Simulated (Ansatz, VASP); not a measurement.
# Two plane-wave programs on SnO

```xyz
8
Lattice="2.7125 -2.7125 0.0000 2.7125 2.7125 0.0000 0.0000 0.0000 9.5179" Properties=species:S:1:pos:R:3 pbc="T T T"
Sn    0.0000    0.0006    0.0022
Sn    0.0000   -0.0006    4.7611
Sn    2.7125   -0.0007    2.4439
Sn    2.7125    0.0007    7.2028
O     4.0687   -1.3572    3.6025
O     1.3563    1.3572    8.3614
O     1.3563   -1.3572    3.6025
O     4.0687    1.3572    8.3614
```

Alike in both runs: functional PBE; dispersion D3(BJ); k mesh 10 × 10 × 4; occupations gaussian, width 0.1 eV; no spin polarisation.

Ansatz relaxed the structure, and its values are those at the end. VASP's run is a single point on that final structure, the one shown.

```csv
,VASP,Ansatz
version,VASP 6.6.1,Ansatz 0.2.0
potentials or method,"VASP PAW PBE potentials, release 64 (Sn_d, O_h), cutoff 910 eV","scalar-relativistic, plane waves, PAW"
valence electrons in the cell,80,80
```

|  | VASP | Ansatz | Ansatz less VASP |
| --- | --- | --- | --- |
| rms of the force components (eV/Å) | 0.031 | 0.002 | -0.0292 |

Noted on VASP's run: the cutoff is short for stress, so the pressure is rough.
